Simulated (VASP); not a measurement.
# In2Te2O (P-3m1) in VASP: a series of runs

The runs below take In2Te2O through single point, relaxation of cell and atoms, with PBE.

Everything below comes from runs of VASP 6.6.1. Logs are shortened: lines on timing, memory, paths and dates and some standing lists are left out, and cuts for length are marked.

### Step 1. The cell of the first run

It takes space group P-3m1 (No. 164, trigonal). Conventional cell: a = 4.508 Å, b = 4.508 Å, c = 7.248 Å, α = 90.00°, β = 90.00°, γ = 120.00°. In (site symmetry 3m) has 4 Te at 2.89 to 3.37 Å and 3 In at 3.35 Å and 3 O at 3.66 Å within 3.8 Å. Te (site symmetry 3m) has 4 In at 2.89 to 3.37 Å and 3 O at 2.91 Å and 3 Te at 3.69 Å within 3.8 Å. Within 3.8 Å of O (site symmetry -3m) lie 6 Te at 2.91 Å and 6 In at 3.66 Å.

### Step 2. Single point, PBE

Contents of INCAR:

```
ALGO = Normal
EDIFF = 1E-7
ENCUT = 520
GGA = PE
ISIF = 2
ISMEAR = 0
LASPH = True
LCHARG = False
LREAL = False
LWAVE = False
NBANDS = 30
NELM = 60
PREC = Accurate
SIGMA = 0.1
```

Contents of KPOINTS:

```
k-points
0
Gamma
  6 6 2
```

Contents of POSCAR:

```
In2Te2O
1.0
    4.5082124980      0.0000000000      0.0000000000
   -2.2541062490      3.9042265489      0.0000000000
    0.0000000000      0.0000000000      7.2478034020
In Te O
2 2 1
Direct
    0.6666666667      0.3333333333      0.3543478114
    0.3333333333      0.6666666667      0.6456521886
    0.6666666667      0.3333333333      0.8193316734
    0.3333333333      0.6666666667      0.1806683266
    0.0000000000      0.0000000000      0.0000000000
```

Potentials or basis: VASP PAW PBE potentials, release 64 (In_d, Te, O).

Command:

```console
$ cat potpaw_PBE.64/In_d/POTCAR potpaw_PBE.64/Te/POTCAR potpaw_PBE.64/O/POTCAR > POTCAR
$ mpirun -np 1 vasp_std > vasp.out
```

OUTCAR:

```text
EDIFF = 1E-7
   ENCUT = 520
   GGA = PE
   ISIF = 2
   ISMEAR = 0
   LASPH = True
   LREAL = False
   NELM = 60
   PREC = Accurate

 ion  position               nearest neighbor table
   1  0.667  0.333  0.354-   4 2.89   4 2.89   4 2.89   2 3.35   2 3.35   2 3.35   3 3.37
   2  0.333  0.667  0.646-   3 2.89   3 2.89   3 2.89   1 3.35   1 3.35   1 3.35   4 3.37
   3  0.667  0.333  0.819-   2 2.89   2 2.89   2 2.89   1 3.37
   4  0.333  0.667  0.181-   1 2.89   1 2.89   1 2.89   2 3.37
   5  0.000  0.000  0.000-

  LATTYP: Found a hexagonal cell.
 ALAT       =     4.5082124980
 C/A-ratio  =     1.6076889466

  Lattice vectors:

 A1 = (   4.5082124980,   0.0000000000,   0.0000000000)
 A2 = (  -2.2541062490,   3.9042265489,   0.0000000000)
 A3 = (   0.0000000000,   0.0000000000,   7.2478034020)

Analysis of symmetry for initial positions (statically):
=====================================================================
 Subroutine PRICEL returns:
 Original cell was already a primitive cell.

 Routine SETGRP: Setting up the symmetry group for a
 hexagonal supercell.

 Subroutine GETGRP returns: Found 12 space group operations
 (whereof 12 operations were pure point group operations)
 out of a pool of 24 trial point group operations.

The static configuration has the point symmetry D_3d.

Analysis of symmetry for dynamics (positions and initial velocities):
=====================================================================
 Subroutine PRICEL returns:
 Original cell was already a primitive cell.

 Routine SETGRP: Setting up the symmetry group for a
 hexagonal supercell.

 Subroutine GETGRP returns: Found 12 space group operations
 (whereof 12 operations were pure point group operations)
 out of a pool of 24 trial point group operations.

The dynamic configuration has the point symmetry D_3d.

 Subroutine INISYM returns: Found 12 space group operations
 (whereof 12 operations are pure point group operations),
 and found     1 'primitive' translations

----------------------------------------------------------------------------------------

                                     Primitive cell

  volume of cell :     127.5692

  direct lattice vectors                    reciprocal lattice vectors
     4.508212498  0.000000000  0.000000000     0.221817406  0.128066339  0.000000000
    -2.254106249  3.904226549  0.000000000     0.000000000  0.256132678  0.000000000
     0.000000000  0.000000000  7.247803402     0.000000000  0.000000000  0.137972837

  length of vectors
     4.508212498  4.508212498  7.247803402     0.256132678  0.256132678  0.137972837

  position of ions in fractional coordinates (direct lattice)
     0.666666667  0.333333333  0.354347811
     0.333333333  0.666666667  0.645652189
     0.666666667  0.333333333  0.819331673
     0.333333333  0.666666667  0.180668327
     0.000000000  0.000000000  0.000000000

  ion indices of the primitive-cell ions
   primitive index   ion index
                 1           1
                 2           2
                 3           3
                 4           4
                 5           5

----------------------------------------------------------------------------------------

 KPOINTS: k-points

Automatic generation of k-mesh.
 Grid dimensions read from file:
 generate k-points for:    6    6    2

 Generating k-lattice:

  Cartesian coordinates                     Fractional coordinates (reciprocal lattice)
     0.036969568  0.021344390  0.000000000     0.166666667  0.000000000  0.000000000
     0.000000000  0.042688780  0.000000000     0.000000000  0.166666667  0.000000000
     0.000000000  0.000000000  0.068986419     0.000000000  0.000000000  0.500000000

  Length of vectors
     0.042688780  0.042688780  0.068986419

  Shift w.r.t. Gamma in fractional coordinates (k-lattice)
     0.000000000  0.000000000  0.000000000

 Subroutine IBZKPT returns following result:
 ===========================================

 Found     14 irreducible k-points:

 Following reciprocal coordinates:
            Coordinates               Weight
  0.000000  0.000000  0.000000      1.000000
  0.166667  0.000000  0.000000      6.000000
  0.333333  0.000000  0.000000      6.000000
  0.500000  0.000000  0.000000      3.000000
  0.166667  0.166667  0.000000      6.000000
  0.333333  0.166667  0.000000     12.000000
  0.333333  0.333333  0.000000      2.000000
  0.000000  0.000000  0.500000      1.000000
  0.166667  0.000000  0.500000      6.000000
  0.333333  0.000000  0.500000      6.000000
  0.500000  0.000000  0.500000      3.000000
  0.166667  0.166667  0.500000      6.000000
  0.333333  0.166667  0.500000     12.000000
  0.333333  0.333333  0.500000      2.000000
   k-points           NKPTS =     14   k-points in BZ     NKDIM =     14   number of bands    NBANDS=     30
   number of dos      NEDOS =    301   number of ions     NIONS =      5
   total plane-waves  NPLWV =  69984
   dimension x,y,z NGX =    36 NGY =   36 NGZ =   54
   dimension x,y,z NGXF=    72 NGYF=   72 NGZF=  108
   ions per type =               2   2   1
   NGX,Y,Z   is equivalent  to a cutoff of  13.28, 13.28, 12.39 a.u.
   NGXF,Y,Z  is equivalent  to a cutoff of  26.55, 26.55, 24.77 a.u.
 SYSTEM =  unknown system
   PREC   = accura    normal or accurate (medium, high low for compatibility)
   ISTART =      0    job   : 0-new  1-cont  2-samecut
   ICHARG =      2    charge: 1-file 2-atom 10-const
   ISPIN  =      1    spin polarized calculation?
   LNONCOLLINEAR =      F non collinear calculations
   LSORBIT =      F    spin-orbit coupling
   LASPH  =      T    aspherical Exc in radial PAW
   ENCUT  =  520.0 eV  38.22 Ry    6.18 a.u.   8.38  8.38 13.48*2*pi/ulx,y,z
   NELM   =     60;   NELMIN=  2; NELMDL= -5     # of ELM steps
   EDIFF  = 0.1E-06   stopping-criterion for ELM
   LREAL  =      F    real-space projection
   EDIFFG = 0.1E-05   stopping-criterion for IOM
   NSW    =      0    number of steps for IOM
   IBRION =     -1    ionic relax: 0-MD 1-quasi-New 2-CG
   NFREE  =      0    steps in history (QN), initial steepest desc. (CG)
   ISIF   =      2    stress and relaxation
   ISYM   =      2    0-nonsym 1-usesym 2-fastsym
   POTIM  = 0.5000    time-step for ionic-motion
   TEBEG  =    0.0;   TEEND  =   0.0 temperature during run
   PSTRESS=    0.0 pullay stress
   NELECT =      44.0000    total number of electrons
   NUPDOWN=      -1.0000    fix difference up-down
   EMIN   =  10.00;   EMAX   =-10.00  energy-range for DOS
   EFERMI =   0.00;   METHOD = LEGACY
   ISMEAR =     0;   SIGMA  =   0.10  broadening in eV -4-tet -1-fermi 0-gaus
   EFERMI_NEDOS =   21; number of points for ismear=-14 and -15
   IALGO  =     38    algorithm
   IMIX   =      4    mixing-type and parameters
     AMIX     =   0.40;   BMIX     =  1.00
     AMIX_MAG =   1.60;   BMIX_MAG =  1.00
  volume/ion in A,a.u.               =      25.51       172.18
  Fermi-wavevector in a.u.,A,eV,Ry     =   1.148093  2.169581 17.934082  1.318118
  Thomas-Fermi vector in A             =   2.284770
   LORBIT       =      0    0 simple, 1 ext, 2 COOP (PROOUT), +10 PAW based schemes
   GGA     = PE    functional components
   LHFCALC =     F    Hartree Fock is set to
   AEXX    =    0.0000 exact exchange contribution
   IVDW    =     0    specifies the selected vdW correction
   LEPSILON=     F    determine dielectric tensor
   LRPA    =     F    only Hartree local field effects (RPA)
 non-spin polarized calculation
 Gauss-broadening in eV      SIGMA  =   0.10
  energy-cutoff  :      520.00
  volume of cell :      127.57
 maximum number of plane-waves:      3494
 NGX is ok and might be reduce to    36
   NGX = 17   NGY = 17   NGZ = 27

 number of electron      43.9999994 magnetization

 Free energy of the ion-electron system (eV)
  ---------------------------------------------------
  ext. energy  EPLUGINS =         0.00000000
  ---------------------------------------------------
  free energy    TOTEN  =       -15.91580462 eV

  energy without entropy =      -15.90930523  energy(sigma->0) =      -15.91255492

 E-fermi :   6.2160     XC(G=0):  -9.6713

 val. band max:        6.1339002573   @ k =   0.5000   0.0000   0.0000
 cond. band min:       6.2570932852   @ k =   0.5000   0.0000   0.5000
 fundamental gap:      0.1231930279
 Fermi energy:         6.2159623312

 k-point     1 :       0.0000    0.0000    0.0000
  band No.  band energies     occupation
      1      -9.7044      2.00000
      2      -8.5979      2.00000
      3      -8.5692      2.00000
      4      -8.5692      2.00000
      5      -8.5495      2.00000
      6      -8.5495      2.00000
[... 22 lines left out ...]
     29       9.9547      0.00000
     30      11.5236      0.00000

 k-point     2 :       0.1667    0.0000    0.0000
  band No.  band energies     occupation
      1      -9.6602      2.00000
      2      -8.6016      2.00000
      3      -8.5689      2.00000
      4      -8.5650      2.00000
      5      -8.5581      2.00000
      6      -8.5371      2.00000
[... 22 lines left out ...]
     29      10.7129      0.00000
     30      11.1968      0.00000

 k-point     3 :       0.3333    0.0000    0.0000
  band No.  band energies     occupation
      1      -9.5683      2.00000
      2      -8.6339      2.00000
      3      -8.5703      2.00000
      4      -8.5651      2.00000
      5      -8.5388      2.00000
      6      -8.5063      2.00000
[... 22 lines left out ...]
     29      11.8186      0.00000
     30      12.1565      0.00000

 k-point     4 :       0.5000    0.0000    0.0000
  band No.  band energies     occupation
      1      -9.5203      2.00000
      2      -8.6532      2.00000
      3      -8.5718      2.00000
      4      -8.5694      2.00000
      5      -8.5170      2.00000
      6      -8.4787      2.00000
[... 286 lines left out ...]
     29      10.7708      0.00000
     30      12.0955      0.00000

 k-point    13 :       0.3333    0.1667    0.5000
  band No.  band energies     occupation
      1      -9.5207      2.00000
      2      -8.6347      2.00000
      3      -8.5850      2.00000
      4      -8.5713      2.00000
      5      -8.5193      2.00000
      6      -8.4758      2.00000
[... 22 lines left out ...]
     29      11.7652      0.00000
     30      12.2775      0.00000

 k-point    14 :       0.3333    0.3333    0.5000
  band No.  band energies     occupation
      1      -9.4968      2.00000
      2      -8.6118      2.00000
      3      -8.6118      2.00000
      4      -8.5818      2.00000
      5      -8.4888      2.00000
      6      -8.4884      2.00000
[... 22 lines left out ...]
     29      12.0612      0.00000
     30      12.0612      0.00000

------------------------ aborting loop because EDIFF is reached ----------------------------------------

  FORCE on cell =-STRESS in cart. coord.  units (eV):
  Direction    XX          YY          ZZ          XY          YZ          ZX
  --------------------------------------------------------------------------------------
  -------------------------------------------------------------------------------------
  Total       -0.3392631     -0.3392631      0.1191041      0.0000000      0.0000000      0.0000000
  in kB       -4.2609013     -4.2609013      1.4958623      0.0000000      0.0000000      0.0000000
  external PRESSURE =      -2.3419801 kB  Pullay stress =       0.0000000 kB

 VOLUME and BASIS-vectors are now :
 -----------------------------------------------------------------------------
  energy-cutoff  :      520.00
  volume of cell :      127.57
      direct lattice vectors                 reciprocal lattice vectors
     4.508212498  0.000000000  0.000000000     0.221817406  0.128066339  0.000000000
    -2.254106249  3.904226549  0.000000000     0.000000000  0.256132678  0.000000000
     0.000000000  0.000000000  7.247803402     0.000000000  0.000000000  0.137972837

 POSITION                                       TOTAL-FORCE (eV/Angst)
 -----------------------------------------------------------------------------------
      2.25411      1.30141      2.56824        -0.000000      0.000000     -0.008807
     -0.00000      2.60282      4.67956         0.000000      0.000000      0.008807
      2.25411      1.30141      5.93835         0.000000      0.000000     -0.003736
     -0.00000      2.60282      1.30945        -0.000000     -0.000000      0.003736
      0.00000      0.00000      0.00000        -0.000000      0.000000      0.000000
 -----------------------------------------------------------------------------------
    total drift:                                0.000000     -0.000000      0.000000

  FREE ENERGIE OF THE ION-ELECTRON SYSTEM (eV)
  ---------------------------------------------------
  free  energy   TOTEN  =       -15.9158046202 eV

  energy  without entropy=      -15.9093052284  energy(sigma->0) =      -15.91255492
```

It took 1.9 min on 1 thread of Oxide Virtual Turin-like, shared host; peak memory 0.24 GiB.

Results:

```yaml
Free_energy: -15.9158 eV
Pressure: -0.2 GPa
Largest_force: 0.009 eV/Å
Band_gap_on_the_k_mesh: zero (band 22 reaches 6.31 eV, above the bottom of band 23 at 5.52 eV)
```

Forces on the atoms (eV/Å):
```
In   0.000  0.000 -0.009
In   0.000  0.000  0.009
Te   0.000  0.000 -0.004
Te   0.000  0.000  0.004
O    0.000  0.000  0.000
```

Caveat: the k points lie up to 0.43 Å⁻¹ apart; spin-orbit coupling is left out, which moves the levels of the heavy elements.

### Step 3. Single point, PBE

This run uses another cell than the first one, of 30.75 Å³/atom, 1.205 times its volume.

Contents of INCAR:

```
ALGO = Normal ; EDIFF = 1E-7
ENCUT = 520 ; GGA = PE
ISIF = 2 ; ISMEAR = 0
LASPH = T ; LCHARG = F
LREAL = F ; LWAVE = F
NBANDS = 30 ; NELM = 100
PREC = Accurate ; SIGMA = 0.1
```

KPOINTS is that of step 2.

Contents of POSCAR:

```
In2Te2O
1.0
    4.7049217400      0.0000000000      0.0000000000
   -2.3524608700      4.0745817500      0.0000000000
    0.0000000000      0.0000000000      8.0204177900
In Te O
2 2 1
Direct
    0.6666666700      0.3333333300      0.3804750100
    0.3333333300      0.6666666700      0.6195249900
    0.6666666700      0.3333333300      0.7460910100
    0.3333333300      0.6666666700      0.2539089900
    0.0000000000      0.0000000000      0.0000000000
```

Potentials or basis: VASP PAW PBE potentials, release 64 (In_d, Te, O).

Command:

```console
$ cat potpaw_PBE.64/In_d/POTCAR potpaw_PBE.64/Te/POTCAR potpaw_PBE.64/O/POTCAR > POTCAR
$ mpirun -np 1 vasp_std > vasp.out
```

Run time: 1.9 min. Hardware: 1 thread of Oxide Virtual Turin-like, shared host; peak memory 0.26 GiB.

It converged, with:

```
Free energy            : -14.7622 eV
Pressure               : 0.6 GPa
Largest force          : 1.395 eV/Å
Band gap on the k mesh : zero (band 22 reaches 4.20 eV, above the bottom of band 23 at 3.94 eV)
```

Forces on the atoms (eV/Å):
```
In   0.000  0.000 -0.793
In   0.000  0.000  0.793
Te   0.000  0.000  1.395
Te   0.000  0.000 -1.395
O    0.000  0.000  0.000
```

Stress tensor (GPa, compression positive):
```
 0.89  0.00  0.00
 0.00  0.89  0.00
 0.00  0.00 -0.11
```

Levels at points of the mesh, in eV from the Fermi level:
```
           k point  band 18  band 19  band 20  band 21  band 22  band 23  band 24  band 25  band 26  band 27
(0.00, 0.00, 0.00)    -1.70    -1.65    -1.65    -0.30    -0.13    -0.13     0.01     2.72     2.72     2.72
(0.50, 0.00, 0.00)    -2.40    -2.21    -0.66    -0.22    -0.21     0.02     1.74     2.00     3.39     3.57
(0.00, 0.00, 0.50)    -1.95    -1.63    -1.63    -0.78    -0.24    -0.24     0.70     2.64     2.64     2.92
(0.50, 0.00, 0.50)    -2.49    -2.42    -0.88    -0.27    -0.02     0.41     1.07     2.10     2.79     3.52
```

Caveat: the k points lie up to 0.39 Å⁻¹ apart; spin-orbit coupling is left out, which moves the levels of the heavy elements; forces of over 1 eV/Å act on the atoms, so gaps and moduli don't describe the material at rest.

### Step 4. Single point, PBE

Contents of INCAR:

```
SYSTEM = In2Te2O
PREC = Accurate
ENCUT = 520
EDIFF = 1E-7
ISMEAR = 0
SIGMA = 0.1
LREAL = .FALSE.
LASPH = .TRUE.
NELM = 100
ALGO = Normal
ISIF = 2
LWAVE = .FALSE.
LCHARG = .FALSE.
GGA = PE
NBANDS = 30
```

Contents of KPOINTS:

```
regular mesh
0
G
  6 6 4
  0 0 0
```

Contents of POSCAR:

```
In2Te2O
1.0
    4.5033493233      0.0000000000      0.0000000000
   -2.2516746617      3.9000149161      0.0000000000
    0.0000000000      0.0000000000      7.2559944260
In Te O
2 2 1
Direct
    0.6666666667      0.3333333333      0.3538149886
    0.3333333333      0.6666666667      0.6461850114
    0.6666666667      0.3333333333      0.8182031678
    0.3333333333      0.6666666667      0.1817968322
    0.0000000000      0.0000000000      0.0000000000
```

Command:

```console
$ cat potpaw_PBE.64/In_d/POTCAR potpaw_PBE.64/Te/POTCAR potpaw_PBE.64/O/POTCAR > POTCAR
$ mpirun -np 1 vasp_std > vasp.out
```

Wall time 3 min (1 thread of Oxide Virtual Turin-like, shared host); peak memory 0.26 GiB.

The run converged. Its results:

```yaml
Free_energy: -15.9247 eV
Pressure: -0.1 GPa
Largest_force: 0.016 eV/Å
Band_gap_on_the_k_mesh: zero (band 22 reaches 6.32 eV, above the bottom of band 23 at 5.53 eV)
```

Forces in eV/Å, atoms in the order of the input:
```
In   0.000  0.000 -0.003
In   0.000  0.000  0.003
Te   0.000  0.000  0.016
Te   0.000  0.000 -0.016
O    0.000  0.000  0.000
```

Stress tensor (GPa, compression positive):
```
-0.08  0.00  0.00
 0.00 -0.08  0.00
 0.00  0.00  0.00
```

Levels at points of the mesh, in eV from the Fermi level:
```tsv
k point	band 19	band 20	band 21	band 22	band 23	band 24	band 25	band 26
(0.00, 0.00, 0.00)	-2.07	-1.16	-0.53	-0.16	-0.16	0.63	2.23	3.00
(0.50, 0.00, 0.00)	-1.70	-1.40	-0.52	-0.05	0.35	1.76	2.09	3.37
(0.00, 0.00, 0.50)	-1.74	-1.17	-0.88	-0.68	-0.68	1.05	2.13	3.50
(0.50, 0.00, 0.50)	-2.46	-1.66	-0.45	-0.11	0.06	1.27	1.53	2.55
```

Caveat: spin-orbit coupling is left out, which moves the levels of the heavy elements.

[end of part 1 of 3]
